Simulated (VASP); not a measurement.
Input of a VASP 6.6.1 run:

Contents of INCAR:

```
  PREC = Accurate
  ENCUT = 520
  EDIFF = 1E-7
  ISMEAR = 0
  SIGMA = 0.01
  LREAL = F
  LASPH = T
  NELM = 60
  ALGO = Normal
  ISIF = 2
  LWAVE = F
  LCHARG = F
  GGA = PE
  NBANDS = 15
```

KPOINTS

```
regular mesh
0
Gamma
  4 4 4
```

The input POSCAR:

```
CaO
1.0
    0.0000000000      2.6908773380      2.6908773380
    2.6908773380      0.0000000000      2.6908773380
    2.6908773380      2.6908773380      0.0000000000
Ca O
1 1
Direct
    0.0000000000      0.0000000000      0.0000000000
    0.2500000000      0.2500000000      0.2500000000
```

Potentials or basis: VASP PAW PBE potentials, release 64 (Ca_sv, O).

Command:

```console
$ cat potpaw_PBE.64/Ca_sv/POTCAR potpaw_PBE.64/O/POTCAR > POTCAR
$ mpirun -np 1 vasp_std > vasp.out
```

**Question.** Estimate the pressure.

**Answer.** -4.7 GPa.

**Question.** What does it give for the band gap on the k mesh?

**Answer.** 3.00 eV, indirect (least direct gap 3.47 eV).

Caveat: the k points lie up to 0.51 Å⁻¹ apart. A k mesh can miss the band edges.
